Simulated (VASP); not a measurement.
Wanted: the native input for a VASP 6.6.1 run.

| Property | Result |
| --- | --- |
| Task | single point |
| Functional | PBEsol |
| Potentials or basis | VASP PAW PBE potentials, release 64 (Cd, S) |
| Cutoff | 520 eV |
| k mesh | 7 × 7 × 4 |
| Occupations | fermi-dirac, width 0.05 eV |
| Spin | no spin polarisation |
| Dipole correction | no |
| Further INCAR settings | ALGO = Normal; EDIFF = 1e-06; NBANDS = 22 |

The structure of Cd2S lies in POSCAR:

```
Cd2S
1.0
    4.0022967495      0.0000000000      0.0000000000
   -2.0011483747      3.4660906586      0.0000000000
    0.0000000000      0.0000000000      5.8091920000
Cd S
2 1
Direct
    0.3333333333      0.6666666667      0.9327170000
    0.6666666667      0.3333333333      0.5787350000
    0.3333333333      0.6666666667      0.3657050000
```

The input as run:

INCAR

```
PREC = Accurate ; ENCUT = 520
EDIFF = 1E-6 ; ISMEAR = -1
SIGMA = 0.05 ; LREAL = F
LASPH = T ; NELM = 80
ALGO = Normal ; ISIF = 2
LWAVE = F ; LCHARG = T
GGA = PS ; LELF = T
LVHAR = T ; NBANDS = 22
```

KPOINTS

```
regular mesh
0
Gamma
  7 7 4
```

Potentials or basis: VASP PAW PBE potentials, release 64 (Cd, S).

Command:

```bash
$ cat potpaw_PBE.64/Cd/POTCAR potpaw_PBE.64/S/POTCAR > POTCAR
$ mpirun -np 1 vasp_std > vasp.out
```

Results of the run:

The pressure is -3.4 GPa, the largest force is 0.168 eV/Å and the band gap on the k mesh is 0.48 eV, indirect (least direct gap 0.80 eV).

Caveat: the PAW data sets were made with another functional, which shifts forces and pressure a little.

Wall time 91 s on 1 thread of AMD EPYC 7R13 (shared host), peak memory 0.18 GiB.
